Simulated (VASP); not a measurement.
Set up this calculation in VASP 6.6.1, as the native input.

```
Task                   : single point
Functional             : PBE
Potentials or basis    : VASP PAW PBE potentials, release 64 (B, C, O, Cl)
Cutoff                 : 520 eV
k mesh                 : 5 × 5 × 5
Occupations            : fermi-dirac, width 0.1 eV
Spin                   : no spin polarisation
Dipole correction      : no
Further INCAR settings : ALGO = Normal; EDIFF = 1e-06; NBANDS = 44
```

The structure of B4CCl6O lies in POSCAR:

```
B4CCl6O
1.0
    5.9969447283      3.4623374757      2.7061246233
   -5.9969447283      3.4623374757      2.7061246233
    0.0000000000     -6.9246754839      2.7061239421
B C O Cl
4 1 1 6
Direct
    0.3015591599      0.3015591599      0.3015591599
    0.3159499119      0.3159499119      0.0797382110
    0.0797382110      0.3159499119      0.3159499119
    0.3159499119      0.0797382110      0.3159499119
    0.4866241946      0.4866241946      0.4866241946
    0.6270149454      0.6270149454      0.6270149454
    0.1268575922      0.1268575922      0.8296040375
    0.8296040375      0.1268575922      0.1268575922
    0.1268575922      0.8296040375      0.1268575922
    0.5222451849      0.5222451849      0.0930540736
    0.0930540736      0.5222451849      0.5222451849
    0.5222451849      0.0930540736      0.5222451849
```

One way to write it, as run:

INCAR

```
PREC = Accurate ; ENCUT = 520
EDIFF = 1E-6 ; ISMEAR = -1
SIGMA = 0.1 ; LREAL = F
LASPH = T ; NELM = 60
ALGO = Normal ; ISIF = 2
LWAVE = F ; LCHARG = F
GGA = PE ; NBANDS = 44
```

KPOINTS

```
regular mesh
0
Gamma
  5 5 5
```

Potentials or basis: VASP PAW PBE potentials, release 64 (B, C, O, Cl).

Run with:

```console
$ cat potpaw_PBE.64/B/POTCAR potpaw_PBE.64/C/POTCAR potpaw_PBE.64/O/POTCAR potpaw_PBE.64/Cl/POTCAR > POTCAR
$ mpirun -np 1 vasp_std > vasp.out
```

It gave:

```yaml
Pressure: 0.0 GPa
Largest_force: 0.936 eV/Å
Band_gap_on_the_k_mesh: 4.14 eV (least direct gap 4.16 eV)
```

Wall time 5.3 min on 1 thread of Intel(R) Xeon(R) Platinum 8259CL CPU @ 2.50GHz (Skylake/Cascade Lake) (shared host), peak memory 0.58 GiB.
